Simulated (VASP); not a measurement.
HOs12 (a cell with a defect): single point with LDA

HOs12 (a cell with a defect):

```
CELL_PARAMETERS angstrom
5.48000 0.00000 0.00000
-4.11000 7.11873 0.00000
0.00000 0.00000 4.32646
ATOMIC_POSITIONS crystal
Os 0.98580 0.00180 0.03446
Os 0.17674 0.23088 0.48638
Os 0.04021 0.34186 0.97469
Os 0.17992 0.56454 0.52022
Os 0.01074 0.65767 0.94860
Os 0.13210 0.87514 0.51553
Os 0.49449 0.00990 0.01838
Os 0.65932 0.21112 0.53480
Os 0.51867 0.33173 0.97848
Os 0.66265 0.55239 0.47861
Os 0.48672 0.67183 0.01544
Os 0.65576 0.87965 0.48675
H 0.78994 0.18707 0.24586
```

| Property | Result |
| --- | --- |
| Program | VASP 6.6.1 |
| Task | single point |
| Functional | LDA |
| Potentials or basis | VASP PAW LDA potentials, release 64 (Os, H) |
| Cutoff | 520 eV |
| k mesh | 3 × 2 × 3 |
| Occupations | fermi-dirac, width 0.1 eV |
| Spin | no spin polarisation |

- Pressure: 8.1 GPa
- Largest force: 5.834 eV/Å
- Band gap on the k mesh: zero (an odd number of electrons rules out a gap without spin polarisation)

Forces on the atoms (eV/Å):
```
Os   1.164 -0.578 -2.549
Os   1.023 -0.928  0.932
Os  -1.251 -0.296  0.562
Os   0.841 -1.176 -3.455
Os  -2.855  0.606  5.051
Os   1.229  2.561 -1.056
Os  -0.044 -3.101 -0.627
Os  -1.687  1.146  1.259
Os  -2.300  1.100  2.080
Os   0.355  0.043  0.253
Os   1.805  0.098 -1.110
Os  -0.652  1.036  1.585
H    2.372 -0.511 -2.926
```

Stress tensor (GPa, compression positive):
```
 4.96 -0.64 -7.51
-0.64  4.39  0.12
-7.51  0.12 15.09
```

Levels at points of the mesh, in eV from the Fermi level:
```
           k point  band 44  band 45  band 46  band 47  band 48  band 49  band 50  band 51  band 52  band 53
(0.00, 0.00, 0.00)    -1.34    -0.56    -0.23     0.01     0.16     0.56     0.62     0.69     0.81     1.01
(0.00, 0.50, 0.00)    -1.64    -1.59    -1.45    -1.22    -1.09     0.38     0.64     1.19     1.44     1.60
```

Wall time 3 min on 1 thread of Intel(R) Xeon(R) Platinum 8488C (Sapphire Rapids), on a shared host, peak memory 0.26 GiB.

Caveat: the k points lie up to 0.48 Å⁻¹ apart, too coarse for converged energies and pressures of a metal; the atoms stand as in a frame of molecular dynamics; spin-orbit coupling is left out, which moves the levels of the heavy elements.
